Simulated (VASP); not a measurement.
Runs of VASP 6.6.1 on Bi2Te3. The structure is that of space group R3m (No. 160), or close to it. The cells are those of the table. 

```tsv
task	cell	gap on the mesh (eV)	pressure (GPa)	largest force (eV/Å)
electric field gradients	a = 10.059 Å, angles 24.8°, 5 atoms	none	1.6	1.37
single point	a = 10.404 Å, angles 24.8°, 5 atoms	none	-3.5	1.04
single point	a = 10.461 Å, angles 24.4°, 5 atoms	none	(a)	1.13
single point	a = 10.288 Å, angles 25.5°, 5 atoms	none	-4.2	0.94
electric field gradients	a = 10.404 Å, angles 24.8°, 5 atoms	none	-3.5	1.04
```

Alike in all rows: level LDA; potentials or basis VASP PAW LDA potentials, release 64 (Bi_d, Te); no spin polarisation; k mesh 8 × 8 × 8; cutoff (eV) 520; smearing fermi-dirac 0.08 eV.

Question: Estimate the missing entries.

Answer: (a) -2.7.

Caveats: spin-orbit coupling is left out, which moves the levels of the heavy elements; forces of over 1 eV/Å act on the atoms, so gaps and moduli don't describe the material at rest (at least some runs); the cell stands under tension (at least some runs).

A k mesh can miss the band edges, and the runs leave out spin-orbit coupling on Bi, Te.

A gap of «none» marks levels without a gap at the run's occupations.
